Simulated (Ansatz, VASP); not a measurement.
**Two plane-wave programs on Si4Cl**

```xyz
5
Lattice="3.8333 0.0000 0.0000 -1.9167 3.3198 0.0000 0.0000 0.0000 21.0084" Properties=species:S:1:pos:R:3 pbc="T T T"
Si    0.0000    2.2132    4.0000
Si    0.0000    0.0000    4.7825
Si    0.0000    0.0000    7.2526
Si    1.9167    1.1066    7.9084
Cl    1.2778    3.3198   10.7084
```

Alike in both runs: task single point; functional PBE; dispersion D3(BJ); k mesh 9 × 9 × 1; occupations gaussian, width 0.05 eV; collinear spin.

|  | VASP | Ansatz |
| --- | --- | --- |
| version | VASP 6.6.1 | Ansatz 0.2.0 |
| potentials or method | VASP PAW PBE potentials, release 64 (Si, Cl), cutoff 400 eV | scalar-relativistic, plane waves, PAW |
| valence electrons in the cell | 23 | 23 |

|  | VASP | Ansatz | Ansatz less VASP |
| --- | --- | --- | --- |
| gap on the k mesh at the Fermi level (eV) | none | none | - |
| rms of the force components (eV/Å) | 0.483 | 0.483 | -0.0002 |
| net moment per atom (μB) | 0.20 | 0.20 | 0.000 |
| size of the moment on the site where the two differ most (μB) | 0.33 | 0.41 | +0.081 |

Site moments also hang on the region over which each program counts them. Atom by atom the forces differ by 0.003 eV/Å (rms over components). A gap of «none» marks a metal or a gap that the smearing closes.
